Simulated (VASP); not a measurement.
# AlN (Fm-3m) in VASP: further runs, part 2 of 2

VASP 6.6.1.

## (5) Single point, LDA (volume scaled by 1.06)

INCAR reads:

```
SYSTEM = AlN
PREC = Accurate ; ENCUT = 520
EDIFF = 1E-7 ; ISMEAR = -1
SIGMA = 0.01 ; LREAL = .FALSE.
LASPH = .TRUE. ; NELM = 80
ALGO = Normal ; ISIF = 2
LWAVE = .FALSE. ; LCHARG = .FALSE.
NBANDS = 11
```

KPOINTS reads:

```
Automatic mesh
0
G
  12 12 12
  0 0 0
```

POSCAR reads:

```
AlN
1.0
    0.0000000000      2.0167941628      2.0167941628
    2.0167941628      0.0000000000      2.0167941628
    2.0167941628      2.0167941628      0.0000000000
Al N
1 1
Direct
    0.0000000000      0.0000000000      0.0000000000
    0.5000000000      0.5000000000      0.5000000000
```

Potentials or basis: VASP PAW LDA potentials, release 64 (Al, N).

On the command line:

```
$ cat potpaw_LDA.64/Al/POTCAR potpaw_LDA.64/N/POTCAR > POTCAR
$ mpirun -np 1 vasp_std > vasp.out
```

OUTCAR:

```text
SYSTEM = AlN
   PREC = Accurate
   ENCUT = 520
   EDIFF = 1E-7
   ISMEAR = -1
   LREAL = .FALSE.
   LASPH = .TRUE.
   NELM = 80
   ISIF = 2

 ion  position               nearest neighbor table
   1  0.000  0.000  0.000-   2 2.02   2 2.02   2 2.02   2 2.02   2 2.02   2 2.02
   2  0.500  0.500  0.500-   1 2.02   1 2.02   1 2.02   1 2.02   1 2.02   1 2.02

  LATTYP: Found a face centered cubic cell.
 ALAT       =     4.0335883256

  Lattice vectors:

 A1 = (   0.0000000000,   2.0167941628,   2.0167941628)
 A2 = (   2.0167941628,   0.0000000000,   2.0167941628)
 A3 = (   2.0167941628,   2.0167941628,   0.0000000000)

Analysis of symmetry for initial positions (statically):
=====================================================================
 Subroutine PRICEL returns:
 Original cell was already a primitive cell.

 Routine SETGRP: Setting up the symmetry group for a
 face centered cubic supercell.

 Subroutine GETGRP returns: Found 48 space group operations
 (whereof 48 operations were pure point group operations)
 out of a pool of 48 trial point group operations.

The static configuration has the point symmetry O_h .

Analysis of symmetry for dynamics (positions and initial velocities):
=====================================================================
 Subroutine PRICEL returns:
 Original cell was already a primitive cell.

 Routine SETGRP: Setting up the symmetry group for a
 face centered cubic supercell.

 Subroutine GETGRP returns: Found 48 space group operations
 (whereof 48 operations were pure point group operations)
 out of a pool of 48 trial point group operations.

The dynamic configuration has the point symmetry O_h .

 Subroutine INISYM returns: Found 48 space group operations
 (whereof 48 operations are pure point group operations),
 and found     1 'primitive' translations

----------------------------------------------------------------------------------------

                                     Primitive cell

  volume of cell :      16.4065

  direct lattice vectors                    reciprocal lattice vectors
     0.000000000  2.016794163  2.016794163    -0.247918211  0.247918211  0.247918211
     2.016794163  0.000000000  2.016794163     0.247918211 -0.247918211  0.247918211
     2.016794163  2.016794163  0.000000000     0.247918211  0.247918211 -0.247918211

  length of vectors
     2.852177658  2.852177658  2.852177658     0.429406937  0.429406937  0.429406937

  position of ions in fractional coordinates (direct lattice)
     0.000000000  0.000000000  0.000000000
     0.500000000  0.500000000  0.500000000

  ion indices of the primitive-cell ions
   primitive index   ion index
                 1           1
                 2           2

----------------------------------------------------------------------------------------

 KPOINTS: Automatic mesh

Automatic generation of k-mesh.
 Grid dimensions read from file:
 generate k-points for:   12   12   12

 Generating k-lattice:

  Cartesian coordinates                     Fractional coordinates (reciprocal lattice)
    -0.020659851  0.020659851  0.020659851     0.083333333  0.000000000  0.000000000
     0.020659851 -0.020659851  0.020659851     0.000000000  0.083333333  0.000000000
     0.020659851  0.020659851 -0.020659851     0.000000000  0.000000000  0.083333333

  Length of vectors
     0.035783911  0.035783911  0.035783911

  Shift w.r.t. Gamma in fractional coordinates (k-lattice)
     0.000000000  0.000000000  0.000000000

 Subroutine IBZKPT returns following result:
 ===========================================

 Found     72 irreducible k-points:

 Following reciprocal coordinates:
            Coordinates               Weight
  0.000000  0.000000  0.000000      1.000000
  0.083333  0.000000  0.000000      8.000000
  0.166667  0.000000  0.000000      8.000000
  0.250000  0.000000  0.000000      8.000000
  0.333333  0.000000  0.000000      8.000000
  0.416667  0.000000  0.000000      8.000000
[... 16 lines left out ...]
  0.500000  0.166667  0.000000     24.000000
 -0.416667  0.166667  0.000000     24.000000
 [... further k-points ...]
   k-points           NKPTS =     72   k-points in BZ     NKDIM =     72   number of bands    NBANDS=     11
   number of dos      NEDOS =    301   number of ions     NIONS =      2
   total plane-waves  NPLWV =  13824
   dimension x,y,z NGX =    24 NGY =   24 NGZ =   24
   dimension x,y,z NGXF=    48 NGYF=   48 NGZF=   48
   ions per type =               1   1
   NGX,Y,Z   is equivalent  to a cutoff of  13.99, 13.99, 13.99 a.u.
   NGXF,Y,Z  is equivalent  to a cutoff of  27.98, 27.98, 27.98 a.u.
 SYSTEM =  AlN
   PREC   = accura    normal or accurate (medium, high low for compatibility)
   ISTART =      0    job   : 0-new  1-cont  2-samecut
   ICHARG =      2    charge: 1-file 2-atom 10-const
   ISPIN  =      1    spin polarized calculation?
   LNONCOLLINEAR =      F non collinear calculations
   LSORBIT =      F    spin-orbit coupling
   LASPH  =      T    aspherical Exc in radial PAW
   ENCUT  =  520.0 eV  38.22 Ry    6.18 a.u.   5.30  5.30  5.30*2*pi/ulx,y,z
   NELM   =     80;   NELMIN=  2; NELMDL= -5     # of ELM steps
   EDIFF  = 0.1E-06   stopping-criterion for ELM
   LREAL  =      F    real-space projection
   EDIFFG = 0.1E-05   stopping-criterion for IOM
   NSW    =      0    number of steps for IOM
   IBRION =     -1    ionic relax: 0-MD 1-quasi-New 2-CG
   NFREE  =      0    steps in history (QN), initial steepest desc. (CG)
   ISIF   =      2    stress and relaxation
   ISYM   =      2    0-nonsym 1-usesym 2-fastsym
   POTIM  = 0.5000    time-step for ionic-motion
   TEBEG  =    0.0;   TEEND  =   0.0 temperature during run
   PSTRESS=    0.0 pullay stress
   NELECT =       8.0000    total number of electrons
   NUPDOWN=      -1.0000    fix difference up-down
   EMIN   =  10.00;   EMAX   =-10.00  energy-range for DOS
   EFERMI =   0.00;   METHOD = LEGACY
   ISMEAR =    -1;   SIGMA  =   0.01  broadening in eV -4-tet -1-fermi 0-gaus
   EFERMI_NEDOS =   21; number of points for ismear=-14 and -15
   IALGO  =     38    algorithm
   IMIX   =      4    mixing-type and parameters
     AMIX     =   0.40;   BMIX     =  1.00
     AMIX_MAG =   1.60;   BMIX_MAG =  1.00
  volume/ion in A,a.u.               =       8.20        55.36
  Fermi-wavevector in a.u.,A,eV,Ry     =   1.288546  2.434999 22.590443  1.660351
  Thomas-Fermi vector in A             =   2.420493
   LORBIT       =      0    0 simple, 1 ext, 2 COOP (PROOUT), +10 PAW based schemes
   GGA     = CA    functional components
   LHFCALC =     F    Hartree Fock is set to
   AEXX    =    0.0000 exact exchange contribution
   IVDW    =     0    specifies the selected vdW correction
   LEPSILON=     F    determine dielectric tensor
   LRPA    =     F    only Hartree local field effects (RPA)
 non-spin polarized calculation
  energy-cutoff  :      520.00
  volume of cell :       16.41
 maximum number of plane-waves:       459
 NGX is ok and might be reduce to    24
   NGX = 11   NGY = 11   NGZ = 11

 number of electron       8.0000000 magnetization

 Free energy of the ion-electron system (eV)
  ---------------------------------------------------
  ext. energy  EPLUGINS =         0.00000000
  ---------------------------------------------------
  free energy    TOTEN  =       -16.22799571 eV

  energy without entropy =      -16.22799571  energy(sigma->0) =      -16.22799571

 E-fermi :  10.0049     XC(G=0): -12.6075

 val. band max:        9.8046181675   @ k =   0.0000   0.0000   0.0000
 cond. band min:      14.3345843986   @ k =   0.5000   0.5000   0.0000
 fundamental gap:      4.5299662312
 Fermi energy:        10.0049019612

 k-point     1 :       0.0000    0.0000    0.0000
  band No.  band energies     occupation
      1      -7.6692      2.00000
      2       9.8046      2.00000
      3       9.8046      2.00000
      4       9.8046      2.00000
      5      15.6807      0.00000
      6      21.8499      0.00000
      7      21.8499      0.00000
      8      21.8499      0.00000
      9      27.0932      0.00000
     10      27.4896      0.00000
     11      27.4896      0.00000
[... 309 lines left out ...]
 k-point    24 :      -0.4167    0.1667    0.0000
  band No.  band energies     occupation
      1      -4.0259      2.00000
      2       2.0195      2.00000
      3       6.7371      2.00000
      4       8.3692      2.00000
      5      17.2950      0.00000
      6      19.1857      0.00000
      7      21.7359      0.00000
      8      22.4952      0.00000
      9      27.9359      0.00000
     10      29.5198      0.00000
     11      29.7286      0.00000

 [... further k-points ...]
[... 5 lines left out ...]
  --------------------------------------------------------------------------------------
  -------------------------------------------------------------------------------------
  Total       -0.4013387     -0.4013387     -0.4013387      0.0000000     -0.0000000      0.0000000
  in kB      -39.1928551    -39.1928551    -39.1928551      0.0000000     -0.0000000      0.0000000
  external PRESSURE =     -39.1928551 kB  Pullay stress =       0.0000000 kB

 VOLUME and BASIS-vectors are now :
 -----------------------------------------------------------------------------
  energy-cutoff  :      520.00
  volume of cell :       16.41
      direct lattice vectors                 reciprocal lattice vectors
     0.000000000  2.016794163  2.016794163    -0.247918211  0.247918211  0.247918211
     2.016794163  0.000000000  2.016794163     0.247918211 -0.247918211  0.247918211
     2.016794163  2.016794163  0.000000000     0.247918211  0.247918211 -0.247918211

 POSITION                                       TOTAL-FORCE (eV/Angst)
 -----------------------------------------------------------------------------------
      0.00000      0.00000      0.00000         0.000000     -0.000000      0.000000
      2.01679      2.01679      2.01679        -0.000000      0.000000      0.000000
 -----------------------------------------------------------------------------------
    total drift:                               -0.000000     -0.000000      0.000000

  FREE ENERGIE OF THE ION-ELECTRON SYSTEM (eV)
  ---------------------------------------------------
  free  energy   TOTEN  =       -16.2279957121 eV

  energy  without entropy=      -16.2279957121  energy(sigma->0) =      -16.22799571
```

OSZICAR:

```text
N       E                     dE             d eps       ncg     rms          rms(c)
DAV:   1     0.627901790287E+01    0.62790E+01   -0.40201E+03  1712   0.622E+02
DAV:   2    -0.175491166517E+02   -0.23828E+02   -0.22660E+02  1897   0.126E+02
DAV:   3    -0.181076740308E+02   -0.55856E+00   -0.55772E+00  1918   0.164E+01
DAV:   4    -0.181093527725E+02   -0.16787E-02   -0.16787E-02  1758   0.110E+00
DAV:   5    -0.181093624622E+02   -0.96897E-05   -0.96896E-05  1863   0.778E-02    0.770E+00
DAV:   6    -0.162847420240E+02    0.18246E+01   -0.82327E+00  1659   0.148E+01    0.276E+00
DAV:   7    -0.162475244966E+02    0.37218E-01   -0.11766E-01  1818   0.244E+00    0.172E+00
DAV:   8    -0.162280943556E+02    0.19430E-01   -0.13991E-02  1650   0.108E+00    0.249E-01
DAV:   9    -0.162279940795E+02    0.10028E-03   -0.54760E-04  1821   0.133E-01    0.147E-01
DAV:  10    -0.162279960978E+02   -0.20183E-05   -0.18760E-05  1728   0.322E-02    0.258E-02
DAV:  11    -0.162279957222E+02    0.37561E-06   -0.49806E-07  1837   0.554E-03    0.515E-03
DAV:  12    -0.162279957121E+02    0.10099E-07   -0.30316E-08   978   0.120E-03
   1 F= -.16227996E+02 E0= -.16227996E+02  d E =-.146533E-11
```

Run time: 16 s. Hardware: 1 thread of Intel Xeon 6975P-C, shared host; peak memory 0.13 GiB.

Results:

| Item | Value |
| --- | --- |
| Free energy | -16.2280 eV |
| Pressure | -3.9 GPa |
| Band gap on the k mesh | 4.53 eV, indirect (least direct gap 5.88 eV) |

Levels at points of the mesh, in eV from the valence-band top:
```csv
k point,band 2,band 3,band 4,band 5,band 6,band 7
"(0.00, 0.00, 0.00)",0.00,0.00,0.00,5.88,12.05,12.05
"(0.50, 0.00, 0.00)",-8.39,-1.09,-1.09,6.17,10.86,10.86
"(0.50, 0.50, 0.00)",-7.46,-2.83,-2.83,4.53,5.18,13.98
```

## (6) Overview

| cell | gap on the mesh (eV) | pressure (GPa) |
| --- | --- | --- |
| a = 2.788 Å, angles 60.0°, 2 atoms | 5.05 | 16.6 |
| a = 2.816 Å, angles 60.0°, 2 atoms | 4.91 | 7.0 |
| a = 2.834 Å, angles 60.0°, 2 atoms | 4.71 | 1.3 |
| a = 2.852 Å, angles 60.0°, 2 atoms | 4.53 | -3.9 |

Alike in all rows: task single point; level LDA; potentials or basis VASP PAW LDA potentials, release 64 (Al, N); no spin polarisation; k mesh 12 × 12 × 12; cutoff (eV) 520; smearing fermi-dirac 0.01 eV.

Absolute energies hang on the potentials; compare differences alone.
